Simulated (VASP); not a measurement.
Here is a VASP 6.6.1 calculation.

Contents of INCAR:

```
SYSTEM = SiMo2
PREC     = Accurate       ! precision mode
ENCUT    = 520            ! plane-wave cutoff, eV
EDIFF    = 1E-6           ! SCF threshold, eV
ISMEAR   = 0              ! smearing method
SIGMA    = 0.1            ! smearing width, eV
LREAL    = .FALSE.        ! projectors in reciprocal space
LASPH    = .TRUE.         ! aspherical terms in the spheres
NELM     = 80             ! most SCF steps
ALGO     = Fast           ! electronic algorithm
ISIF     = 2              ! what is computed and relaxed
LWAVE    = .FALSE.        ! write WAVECAR
LCHARG   = .FALSE.        ! write CHGCAR
GGA      = PE             ! functional
NBANDS   = 41             ! bands
```

Contents of KPOINTS:

```
Automatic mesh
0
G
  6 6 6
  0 0 0
```

POSCAR

```
SiMo2
1.0
   -1.4634039477      1.4634039477     10.7202183152
    1.4634039477     -1.4634039477     10.7202183152
    1.4634039477      1.4634039477    -10.7202183152
Si Mo
2 4
Direct
    0.0000000000      0.0000000000      0.0000000000
    0.7500000000      0.2500000000      0.5000000000
    0.4242864953      0.4242864953      0.0000000000
    0.1742864953      0.6742864953      0.5000000000
    0.3257135047      0.8257135047      0.5000000000
    0.5757135047      0.5757135047      0.0000000000
```

Potentials or basis: VASP PAW PBE potentials, release 64 (Si, Mo_sv).

Command:

```console
$ cat potpaw_PBE.64/Si/POTCAR potpaw_PBE.64/Mo_sv/POTCAR > POTCAR
$ mpirun -np 1 vasp_std > vasp.out
```

**Question.** Estimate the pressure.

**Answer.** 0.4 GPa.

**Question.** Estimate the band gap on the k mesh.

**Answer.** Zero (bands 32 and 33 overlap by 1.19 eV).

Stress tensor (GPa, compression positive):
```
0.15 0.00 0.00
0.00 0.15 0.00
0.00 0.00 0.75
```

Caveat: the k points lie up to 0.36 Å⁻¹ apart, too coarse for converged energies and pressures of a metal.
